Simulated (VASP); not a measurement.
Wanted: the native input for a VASP 6.6.1 run.

```
Task                   : single point
Functional             : PBEsol
Potentials or basis    : VASP PAW PBE potentials, release 64 (As)
Cutoff                 : 520 eV
k mesh                 : 7 × 7 × 7
Occupations            : fermi-dirac, width 0.05 eV
Spin                   : no spin polarisation
Dipole correction      : no
Further INCAR settings : ALGO = Normal; EDIFF = 1e-06; NBANDS = 12
```

The structure of As lies in POSCAR:

```
As
1.0
    1.8996048677      1.0967373817      3.5140619945
   -1.8996048677      1.0967373817      3.5140619945
    0.0000000000     -2.1934747634      3.5140619945
As
2
Direct
    0.2260000000      0.2260000000      0.2260000000
    0.7740000000      0.7740000000      0.7740000000
```

One way to write it, as run:

INCAR

```
SYSTEM = As
ALGO     = Normal         ! electronic algorithm
EDIFF    = 1E-6           ! SCF threshold, eV
ENCUT    = 520            ! plane-wave cutoff, eV
GGA      = PS             ! functional
ISIF     = 2              ! what is computed and relaxed
ISMEAR   = -1             ! smearing method
LASPH    = .TRUE.         ! aspherical terms in the spheres
LCHARG   = .FALSE.        ! write CHGCAR
LREAL    = .FALSE.        ! projectors in reciprocal space
LWAVE    = .FALSE.        ! write WAVECAR
NBANDS   = 12             ! bands
NELM     = 80             ! most SCF steps
PREC     = Accurate       ! precision mode
SIGMA    = 0.05           ! smearing width, eV
```

KPOINTS

```
k-points
0
G
  7 7 7
  0 0 0
```

Potentials or basis: VASP PAW PBE potentials, release 64 (As).

Command:

```bash
$ cat potpaw_PBE.64/As/POTCAR > POTCAR
$ mpirun -np 1 vasp_std > vasp.out
```

Results of the run:

```yaml
Pressure: -1.1 GPa
Largest_force: 0.292 eV/Å
Band_gap_on_the_k_mesh: 0.04 eV, indirect (least direct gap 0.67 eV)
```

Caveat: the PAW data sets were made with another functional, which shifts forces and pressure a little.

Run time: 10 s on 1 thread of Intel(R) Xeon(R) Platinum 8488C (Sapphire Rapids), with other jobs on the host, peak memory 0.17 GiB.
